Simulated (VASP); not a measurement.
# P (R-3m) in VASP: notebook

Runs on P. Level: r2SCAN. Tasks: single point.

Everything below comes from runs of VASP 6.6.1. Logs are shortened: lines on timing, memory, paths and dates and some standing lists are left out, and cuts for length are marked.

### 1 The cell of the first run

Symmetry: R-3m, No. 166, trigonal system. Conventional cell: a = 3.446 Å, b = 3.446 Å, c = 9.375 Å, α = 90.00°, β = 90.00°, γ = 120.00°. Within 3.0 Å of P (site symmetry 3m) lie 6 P at 2.28 to 2.82 Å.

### 2 Single point, r2SCAN

Contents of POSCAR:

```
P
1.0
    1.7230803057      0.9948208783      3.1248834036
   -1.7230803057      0.9948208783      3.1248834036
    0.0000000000     -1.9896417566      3.1248834036
P
2
Direct
    0.2263809261      0.2263809261      0.2263809261
    0.7736190739      0.7736190739      0.7736190739
```

Contents of INCAR.step1:

```
ALGO = Normal
EDIFF = 1E-4
ENCUT = 520
GGA = PE
ISMEAR = -1
LASPH = T
LCHARG = F
LREAL = F
LWAVE = T
NBANDS = 12
NELM = 60
PREC = Accurate
SIGMA = 0.02
```

Contents of INCAR.step2:

```
ALGO = Normal
EDIFF = 1E-7
ENCUT = 520
ISIF = 2
ISMEAR = -1
ISTART = 1
LASPH = T
LCHARG = F
LMIXTAU = T
LREAL = F
LWAVE = F
METAGGA = R2SCAN
NBANDS = 12
NELM = 60
PREC = Accurate
SIGMA = 0.02
```

Contents of KPOINTS:

```
k-points
0
Gamma
  8 8 8
```

Potentials or basis: VASP PAW PBE potentials, release 64 (P).

On the command line:

```sh
cat potpaw_PBE.64/P/POTCAR > POTCAR
cp INCAR.step1 INCAR
mpirun -np 1 vasp_std > vasp.out
cp INCAR.step2 INCAR
mpirun -np 1 vasp_std > vasp.out
```

OUTCAR:

```text
EDIFF = 1E-7
   ENCUT = 520
   ISIF = 2
   ISMEAR = -1
   ISTART = 1
   LASPH = T
   LREAL = F
   METAGGA = R2SCAN
   NELM = 60
   PREC = Accurate

 ion  position               nearest neighbor table
   1  0.226  0.226  0.226-   2 2.28   2 2.28   2 2.28   2 2.82   2 2.82   2 2.82
   2  0.774  0.774  0.774-   1 2.28   1 2.28   1 2.28   1 2.82   1 2.82   1 2.82

  LATTYP: Found a trigonal (rhomboedric) cell.
 ALAT       =     3.7045337906
 COS(alpha) =     0.5673129355

  Lattice vectors:

 A1 = (   1.7230803057,   0.9948208783,   3.1248834036)
 A2 = (  -1.7230803057,   0.9948208783,   3.1248834036)
 A3 = (   0.0000000000,  -1.9896417566,   3.1248834036)

Analysis of symmetry for initial positions (statically):
=====================================================================
 Subroutine PRICEL returns:
 Original cell was already a primitive cell.

 Routine SETGRP: Setting up the symmetry group for a
 trigonal (rhombohedral) supercell.

 Subroutine GETGRP returns: Found 12 space group operations
 (whereof 12 operations were pure point group operations)
 out of a pool of 12 trial point group operations.

The static configuration has the point symmetry D_3d.

Analysis of symmetry for dynamics (positions and initial velocities):
=====================================================================
 Subroutine PRICEL returns:
 Original cell was already a primitive cell.

 Routine SETGRP: Setting up the symmetry group for a
 trigonal (rhombohedral) supercell.

 Subroutine GETGRP returns: Found 12 space group operations
 (whereof 12 operations were pure point group operations)
 out of a pool of 12 trial point group operations.

The dynamic configuration has the point symmetry D_3d.

 Subroutine INISYM returns: Found 12 space group operations
 (whereof 12 operations are pure point group operations),
 and found     1 'primitive' translations

----------------------------------------------------------------------------------------

                                     Primitive cell

  volume of cell :      32.1392

  direct lattice vectors                    reciprocal lattice vectors
     1.723080306  0.994820878  3.124883404     0.290178002  0.167534347  0.106670647
    -1.723080306  0.994820878  3.124883404    -0.290178002  0.167534347  0.106670647
     0.000000000 -1.989641757  3.124883404     0.000000000 -0.335068695  0.106670647

  length of vectors
     3.704533791  3.704533791  3.704533791     0.351638532  0.351638532  0.351638532

  position of ions in fractional coordinates (direct lattice)
     0.226380926  0.226380926  0.226380926
     0.773619074  0.773619074  0.773619074

[... 87 lines left out ...]
   NELECT =      10.0000    total number of electrons
   NUPDOWN=      -1.0000    fix difference up-down
   EMIN   =  10.00;   EMAX   =-10.00  energy-range for DOS
   EFERMI =   0.00;   METHOD = LEGACY
   ISMEAR =    -1;   SIGMA  =   0.02  broadening in eV -4-tet -1-fermi 0-gaus
   EFERMI_NEDOS =   21; number of points for ismear=-14 and -15
   IALGO  =     38    algorithm
   IMIX   =      4    mixing-type and parameters
     AMIX     =   0.40;   BMIX     =  1.00
     AMIX_MAG =   1.60;   BMIX_MAG =  1.00
  volume/ion in A,a.u.               =      16.07       108.44
  Fermi-wavevector in a.u.,A,eV,Ry     =   1.109336  2.096341 16.743680  1.230626
  Thomas-Fermi vector in A             =   2.245874
   LORBIT       =      0    0 simple, 1 ext, 2 COOP (PROOUT), +10 PAW based schemes
   METAGGA = R2SCAN    functional components
   LHFCALC =     F    Hartree Fock is set to
   AEXX    =    0.0000 exact exchange contribution
   IVDW    =     0    specifies the selected vdW correction
   LEPSILON=     F    determine dielectric tensor
   LRPA    =     F    only Hartree local field effects (RPA)
 non-spin polarized calculation
  energy-cutoff  :      520.00
  volume of cell :       32.14
 maximum number of plane-waves:       879
   NGX = 13   NGY = 13   NGZ = 13

 number of electron       9.9999999 magnetization

 Free energy of the ion-electron system (eV)
  ---------------------------------------------------
  ext. energy  EPLUGINS =         0.00000000
  ---------------------------------------------------
  free energy    TOTEN  =       -17.77677888 eV

  energy without entropy =      -17.77634403  energy(sigma->0) =      -17.77656145

 E-fermi :   9.2681     XC(G=0): -11.3094

 val. band max:        9.2503172385   @ k =   0.5000   0.5000   0.0000
 cond. band min:       9.2732036284   @ k =   0.3750   0.3750   0.3750
 fundamental gap:      0.0228863899
 Fermi energy:         9.2680813161

 k-point     1 :       0.0000    0.0000    0.0000
  band No.  band energies     occupation
      1      -8.4019      2.00000
      2       5.4579      2.00000
      3       5.6759      2.00000
      4       5.8329      2.00000
      5       5.8329      2.00000
      6      10.5058      0.00000
      7      11.8277      0.00000
      8      11.8277      0.00000
      9      15.2671      0.00000
     10      15.2671      0.00000
     11      16.6189      0.00000
     12      16.6189      0.00000
[... 331 lines left out ...]
 k-point    24 :       0.3750    0.1250    0.1250
  band No.  band energies     occupation
      1      -6.9124      2.00000
      2       0.0137      2.00000
      3       3.3409      2.00000
      4       5.4620      2.00000
      5       9.1289      1.99810
      6       9.7823      0.00000
      7      10.0263      0.00000
      8      13.1301      0.00000
      9      14.9077      0.00000
     10      15.8237      0.00000
     11      17.7417      0.00000
     12      21.6288      0.00000

 [... further k-points ...]

------------------------ aborting loop because EDIFF is reached ----------------------------------------

  FORCE on cell =-STRESS in cart. coord.  units (eV):
  Direction    XX          YY          ZZ          XY          YZ          ZX
  --------------------------------------------------------------------------------------
  -------------------------------------------------------------------------------------
  Total        0.2442785      0.2442785      0.2076665      0.0000000      0.0000000      0.0000000
  in kB       12.1775622     12.1775622     10.3524135      0.0000000      0.0000000      0.0000000
  external PRESSURE =      11.5691793 kB  Pullay stress =       0.0000000 kB

 VOLUME and BASIS-vectors are now :
 -----------------------------------------------------------------------------
  energy-cutoff  :      520.00
  volume of cell :       32.14
      direct lattice vectors                 reciprocal lattice vectors
     1.723080306  0.994820878  3.124883404     0.290178002  0.167534347  0.106670647
    -1.723080306  0.994820878  3.124883404    -0.290178002  0.167534347  0.106670647
     0.000000000 -1.989641757  3.124883404     0.000000000 -0.335068695  0.106670647

 POSITION                                       TOTAL-FORCE (eV/Angst)
 -----------------------------------------------------------------------------------
      0.00000      0.00000      2.12224         0.000000      0.000000      0.034249
      0.00000      0.00000      7.25241         0.000000     -0.000000     -0.034249
 -----------------------------------------------------------------------------------
    total drift:                                0.000000      0.000000     -0.000000

  FREE ENERGIE OF THE ION-ELECTRON SYSTEM (eV)
  ---------------------------------------------------
  free  energy   TOTEN  =       -17.7767788798 eV

  energy  without entropy=      -17.7763440290  energy(sigma->0) =      -17.77656145
```

OUTCAR.step1:

```text
EDIFF = 1E-4
   ENCUT = 520
   GGA = PE
   ISMEAR = -1
   LASPH = T
   LREAL = F
[... 581 lines left out ...]
 -----------------------------------------------------------------------------------
      0.00000      0.00000      2.12224         0.000000      0.000000      0.261412
      0.00000      0.00000      7.25241         0.000000     -0.000000     -0.261412
 -----------------------------------------------------------------------------------
    total drift:                                0.000000      0.000000     -0.000000

  FREE ENERGIE OF THE ION-ELECTRON SYSTEM (eV)
  ---------------------------------------------------
  free  energy   TOTEN  =       -10.6471317435 eV

  energy  without entropy=      -10.6468130623  energy(sigma->0) =      -10.64697240
```

OSZICAR.step1:

```text
N       E                     dE             d eps       ncg     rms          rms(c)
DAV:   1     0.216521548732E+02    0.21652E+02   -0.45366E+03  1560   0.721E+02
DAV:   2    -0.950231611272E+01   -0.31154E+02   -0.29701E+02  2064   0.116E+02
DAV:   3    -0.106724218061E+02   -0.11701E+01   -0.11585E+01  2000   0.212E+01
DAV:   4    -0.106801096105E+02   -0.76878E-02   -0.76861E-02  1848   0.207E+00
DAV:   5    -0.106801712296E+02   -0.61619E-04   -0.61615E-04  2032   0.178E-01    0.713E+00
DAV:   6    -0.106578525546E+02    0.22319E-01   -0.83970E-03  1852   0.525E-01    0.424E+00
DAV:   7    -0.106469540306E+02    0.10899E-01   -0.16581E-02  1868   0.801E-01    0.971E-02
DAV:   8    -0.106471010666E+02   -0.14704E-03   -0.12662E-03  1872   0.234E-01    0.504E-02
DAV:   9    -0.106471317435E+02   -0.30677E-04   -0.62495E-05  1128   0.540E-02
   1 F= -.10647132E+02 E0= -.10646972E+02  d E =-.318681E-03
```

Wall time 2.5 min (1 thread of Intel Xeon 8259CL, shared host); peak memory 0.16 GiB.

Results:

```yaml
Free_energy: -17.7768 eV
Pressure: 1.2 GPa
Largest_force: 0.034 eV/Å
Band_gap_on_the_k_mesh: zero (bands 5 and 6 overlap by 0.44 eV)
```

Forces on the atoms (eV/Å):
```
P    0.000  0.000  0.034
P    0.000  0.000 -0.034
```

Stress tensor (GPa, compression positive):
```
1.22 0.00 0.00
0.00 1.22 0.00
0.00 0.00 1.04
```

Levels at points of the mesh, in eV from the Fermi level:
| k point | band 3 | band 4 | band 5 | band 6 | band 7 | band 8 |
| --- | --- | --- | --- | --- | --- | --- |
| (0.00, 0.00, 0.00) | -3.59 | -3.44 | -3.44 | 1.24 | 2.56 | 2.56 |
| (0.50, 0.00, 0.00) | -4.45 | -3.87 | -0.93 | -0.25 | 0.15 | 0.43 |
| (0.50, 0.50, 0.00) | -7.29 | -6.05 | -5.92 | -0.02 | 6.35 | 7.89 |
| (0.50, 0.50, 0.50) | -3.34 | -3.34 | -0.34 | -0.34 | 0.13 | 2.38 |

Caveat: the PAW data sets were made with another functional, which shifts forces and pressure a little.

[end of part 1 of 2]

The gap in the log of VASP goes by the Fermi energy; the results here count the filled bands.